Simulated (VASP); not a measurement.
The system is Au3Br.

```
Au Br
1.0
     6.28088    0.00000    0.00000
    -3.14044    5.43940    0.00000
     0.00000    0.00000    5.04137
Au Br
6 2
Direct
  0.83300 0.66600 0.25000
  0.16700 0.83300 0.75000
  0.33400 0.16700 0.25000
  0.16700 0.33400 0.75000
  0.83300 0.16700 0.25000
  0.66600 0.83300 0.75000
  0.33333 0.66667 0.25000
  0.66667 0.33333 0.75000
```

```yaml
Program: VASP 6.6.1
Task: relaxation of cell and atoms
Functional: PBE
Potentials_or_basis: VASP PAW PBE potentials, release 64 (Au, Br)
Cutoff: 600 eV
k_mesh: 3 × 3 × 4
Occupations: gaussian, width 0.1 eV
Spin: no spin polarisation
```

At the start: pressure -5.3 GPa; volume 21.53 Å³/atom.

Q: Where does the relaxation end?

A: Over 19 steps the energy falls by 105.8 meV/atom and the volume is 22.14 Å³/atom (+2.8 %); space group P6_3/mmc (No. 194, to 0.1 Å) before and after.

The path:
| step | energy change (eV) | largest force (eV/Å) | pressure (GPa) | volume (Å³) |
| --- | --- | --- | --- | --- |
| 1 | 0.0000 | 0.6033 | -5.30 | 172.23 |
| 2 | -0.2989 | 0.4841 | 2.76 | 155.09 |
| 3 | -0.3148 | 0.5256 | 0.98 | 157.90 |
| 4 | -0.4096 | 0.4310 | 1.16 | 158.25 |
| 5 | -0.5804 | 0.0327 | 2.94 | 159.23 |
| 6 | -0.6573 | 0.0266 | 1.02 | 163.70 |
| 7 | -0.6968 | 0.1035 | -0.96 | 169.42 |
| 8 | -0.6981 | 0.1189 | -1.31 | 170.57 |
| 9 | -0.7476 | 0.0635 | -1.04 | 171.98 |
| 10 | -0.8113 | 0.1222 | -0.09 | 174.70 |
| 11 | -0.8150 | 0.2321 | 0.47 | 175.79 |
| 12 | -0.8157 | 0.1987 | 0.30 | 175.48 |
| 13 | -0.8298 | 0.1188 | -0.22 | 177.04 |
| 14 | -0.8352 | 0.0411 | -0.75 | 178.86 |
| 15 | -0.8420 | 0.1058 | 0.27 | 176.99 |
| 16 | -0.8425 | 0.0925 | 0.06 | 177.35 |
| 17 | -0.8449 | 0.0528 | -0.07 | 177.23 |
| 18 | -0.8458 | 0.0197 | -0.29 | 177.01 |
| 19 | -0.8460 | 0.0027 | -0.22 | 177.08 |

Final structure:
```cif
data_structure
_symmetry_space_group_name_H-M 'P 1'
_symmetry_Int_Tables_number 1
_cell_length_a 6.8401
_cell_length_b 6.8401
_cell_length_c 4.3704
_cell_angle_alpha 90.000
_cell_angle_beta 90.000
_cell_angle_gamma 120.000
_cell_volume 177.08
loop_
_atom_site_label
_atom_site_type_symbol
_atom_site_fract_x
_atom_site_fract_y
_atom_site_fract_z
_atom_site_occupancy
Au1 Au 0.85336 0.70673 0.25000 1
Au2 Au 0.14664 0.85336 0.75000 1
Au3 Au 0.29327 0.14664 0.25000 1
Au4 Au 0.14664 0.29327 0.75000 1
Au5 Au 0.85336 0.14664 0.25000 1
Au6 Au 0.70673 0.85336 0.75000 1
Br1 Br 0.33333 0.66667 0.25000 1
Br2 Br 0.66667 0.33333 0.75000 1
```

Caveat: the k points lie up to 0.36 Å⁻¹ apart in the final cell, too coarse for converged energies and pressures of a metal.
